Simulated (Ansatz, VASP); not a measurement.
## Two plane-wave programs on AlGaN

```xyz
6
Lattice="4.1637 0.0000 0.0000 0.0000 4.1637 0.0000 0.0000 0.0000 5.0307" Properties=species:S:1:pos:R:3 pbc="T T T"
Al    2.0818    0.0000    0.0000
Al    0.0000    2.0818    2.5154
Ga    2.0818    2.0818    0.0000
Ga    2.0818    2.0818    2.5154
N     0.0000    2.0818    0.0000
N     2.0818    0.0000    2.5154
```

Alike in both runs: task relaxation of cell and atoms; functional PBE; k mesh 4 × 4 × 4; occupations gaussian, width 0.1 eV; no spin polarisation.

|  | VASP | Ansatz |
| --- | --- | --- |
| version | VASP 6.6.1 | Ansatz 0.2.0 |
| potentials or method | VASP PAW PBE potentials, release 64 (Al, Ga_d, N), cutoff 600 eV | scalar-relativistic, plane waves, PAW |
| valence electrons in the cell | 42 | 42 |

Ansatz gave:

```
gap on the k mesh at the Fermi level, each at its own relaxed structure (eV) : none
relaxed volume (Å³/atom)                                                     : 19.23
relaxed cell length with the largest relative difference (Å)                 : 5.291
```

Task: Which values does VASP return?

Result: gap on the k mesh at the Fermi level, each at its own relaxed structure (eV): none; relaxed volume (Å³/atom): 18.62; relaxed cell length with the largest relative difference (Å): 5.186.

A gap of «none» marks a metal or a gap that the smearing closes.

The k mesh is coarse, so the values compare programs but aren't converged. Noted on VASP's run: the volume moved by over 15 % at a fixed basis, so the end points are rough.
